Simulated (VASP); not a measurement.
Crystal: Co.

```
Co
1.0
     2.50740    0.00000    0.00000
    -1.25370    2.17147    0.00000
     0.00000    0.00000    4.06990
Co
2
Cartesian
  0.0000 1.4476 1.0175
  1.2537 0.7238 3.0524
```

| Quantity | Value |
| --- | --- |
| Program | VASP 6.6.1 |
| Task | relaxation of cell and atoms |
| Functional | PBEsol |
| Potentials or basis | VASP PAW PBE potentials, release 64 (Co) |
| Cutoff | 600 eV |
| k mesh | 12 × 12 × 6 |
| Occupations | fermi-dirac, width 0.02 eV |
| Spin | collinear spin, ferromagnetic start |
| Starting moments | [2.5, 2.5] μB |

At the start: pressure -13.7 GPa; volume 11.08 Å³/atom.

**Question.** How do energy, volume and symmetry change on relaxing?

**Answer.** Over 5 steps the energy falls by 36.4 meV/atom and the volume is 10.29 Å³/atom (-7.1 %); space group P6_3/mmc (No. 194, to 0.05 Å); moment 3.03 μB per cell.

The path:
| step | energy change (eV) | largest force (eV/Å) | pressure (GPa) | volume (Å³) |
| --- | --- | --- | --- | --- |
| 1 | 0.0000 | 0.0000 | -13.74 | 22.16 |
| 2 | 0.0019 | 0.0000 | 19.62 | 19.25 |
| 3 | -0.0722 | 0.0000 | -0.20 | 20.61 |
| 4 | -0.0722 | 0.0000 | 0.04 | 20.58 |
| 5 | -0.0727 | 0.0000 | 0.13 | 20.58 |

Final structure:
```xyz
2
Lattice="2.4531 0.0000 0.0000 -1.2266 2.1245 0.0000 0.0000 0.0000 3.9483" Properties=species:S:1:pos:R:3 pbc="T T T"
Co    0.0000    1.4163    0.9871
Co    1.2266    0.7082    2.9612
```

Caveat: the PAW data sets were made with another functional, which shifts forces and pressure a little.
